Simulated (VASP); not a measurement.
Runs of VASP 6.6.1 on Ba. The structure is that of space group Fm-3m (No. 225), or close to it. The cells are those of the table. 

| task | cell | k mesh | cutoff (eV) | gap on the mesh (eV) | pressure (GPa) |
| --- | --- | --- | --- | --- | --- |
| single point | a = 4.758 Å, angles 60.0°, 1 atom | 14 × 14 × 14 | 520 | none | (b) |
| single point | a = 4.391 Å, angles 60.0°, 1 atom | 14 × 14 × 14 | 520 | none | 1.3 |
| single point | a = 4.701 Å, angles 60.0°, 1 atom | 14 × 14 × 14 | 520 | none | (a) |
| single point | a = 4.642 Å, angles 60.0°, 1 atom | 14 × 14 × 14 | 520 | none | -0.2 |
| relaxation of cell and atoms | relaxed from a = 4.454 Å, angles 60.0°, 1 atom | 9 × 9 × 9 | 600 | none | 0.0 |
| single point | a = 4.582 Å, angles 60.0°, 1 atom | 14 × 14 × 14 | 520 | none | 0.1 |
| single point | a = 4.520 Å, angles 60.0°, 1 atom | 14 × 14 × 14 | 520 | none | 0.4 |
| single point | a = 4.456 Å, angles 60.0°, 1 atom | 14 × 14 × 14 | 520 | none | 0.8 |

Alike in all rows: level revPBE; potentials or basis VASP PAW PBE potentials, release 64 (Ba_sv); no spin polarisation; smearing fermi-dirac 0.1 eV.

**Question.** Fill in the values left out.

**Answer.** (a) -0.5; (b) -0.7.

Caveats: the PAW data sets were made with another functional, which shifts forces and pressure a little; spin-orbit coupling is left out, which moves the levels of the heavy elements.

A k mesh can miss the band edges, and the runs leave out spin-orbit coupling on Ba.

A gap of «none» marks levels without a gap at the run's occupations.
